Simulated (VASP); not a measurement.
A run of VASP 6.6.1 is set up as follows.

INCAR

```
SYSTEM = Cd
ALGO = Normal
EDIFF = 1E-6
ENCUT = 520
GGA = PS
ISIF = 2
ISMEAR = 0
LASPH = .TRUE.
LCHARG = .TRUE.
LELF = .TRUE.
LREAL = .FALSE.
LVHAR = .TRUE.
LWAVE = .FALSE.
NBANDS = 19
NELM = 60
PREC = Accurate
SIGMA = 0.1
```

Contents of KPOINTS:

```
k-points
0
G
  18 18 8
  0 0 0
```

The input POSCAR:

```
Cd
1.0
    2.8835942186      0.0000000000      0.0000000000
   -1.4417971093      2.4972658475      0.0000000000
    0.0000000000      0.0000000000      5.1420301066
Cd
2
Direct
    0.3333333333      0.6666666667      0.2500000000
    0.6666666667      0.3333333333      0.7500000000
```

Potentials or basis: VASP PAW PBE potentials, release 64 (Cd).

Command:

```sh
$ cat potpaw_PBE.64/Cd/POTCAR > POTCAR
$ mpirun -np 1 vasp_std > vasp.out
```

(1) Predict the pressure.

(2) Estimate the band gap on the k mesh.

Answers

(1) 10.7 GPa.

(2) zero (bands 12 and 13 overlap by 3.68 eV).

Caveat: the cell stands under pressure; the PAW data sets were made with another functional, which shifts forces and pressure a little.
